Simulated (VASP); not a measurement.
KMgF3:

```
K Mg F
1.0
     4.05386    0.00000    0.00000
     0.00000    4.05386    0.00000
     0.00000    0.00000    4.05386
K Mg F
1 1 3
Direct
  0.00000 0.00000 0.00000
  0.50000 0.50000 0.50000
  0.50000 0.50000 0.00000
  0.50000 0.00000 0.50000
  0.00000 0.50000 0.50000
```

```yaml
Program: VASP 6.6.1
Task: relaxation of cell and atoms
Functional: PBEsol
Potentials_or_basis: VASP PAW PBE potentials, release 64 (K_sv, Mg, F)
Cutoff: 600 eV
k_mesh: 6 × 6 × 6
Occupations: fermi-dirac, width 0.02 eV
Spin: no spin polarisation
```

At the start: pressure -3.5 GPa; volume 13.32 Å³/atom.

**Question.** Where does the relaxation end?

**Answer.** Over 3 steps the energy falls by 8.0 meV/atom and the volume is 12.63 Å³/atom (-5.2 %); space group Pm-3m (No. 221, to 0.1 Å) before and after.

The path:
| step | energy change (eV) | largest force (eV/Å) | pressure (GPa) | volume (Å³) |
| --- | --- | --- | --- | --- |
| 1 | 0.0000 | 0.0000 | -3.52 | 66.62 |
| 2 | -0.0383 | 0.0000 | -0.80 | 63.84 |
| 3 | -0.0401 | 0.0000 | -0.02 | 63.16 |

Final structure:
```cif
data_structure
_symmetry_space_group_name_H-M 'P 1'
_symmetry_Int_Tables_number 1
_cell_length_a 3.9824
_cell_length_b 3.9824
_cell_length_c 3.9824
_cell_angle_alpha 90.000
_cell_angle_beta 90.000
_cell_angle_gamma 90.000
_cell_volume 63.16
loop_
_atom_site_label
_atom_site_type_symbol
_atom_site_fract_x
_atom_site_fract_y
_atom_site_fract_z
_atom_site_occupancy
K1 K 0.00000 0.00000 0.00000 1
Mg1 Mg 0.50000 0.50000 0.50000 1
F1 F 0.50000 0.50000 0.00000 1
F2 F 0.50000 0.00000 0.50000 1
F3 F 0.00000 0.50000 0.50000 1
```

Caveat: the PAW data sets were made with another functional, which shifts forces and pressure a little.
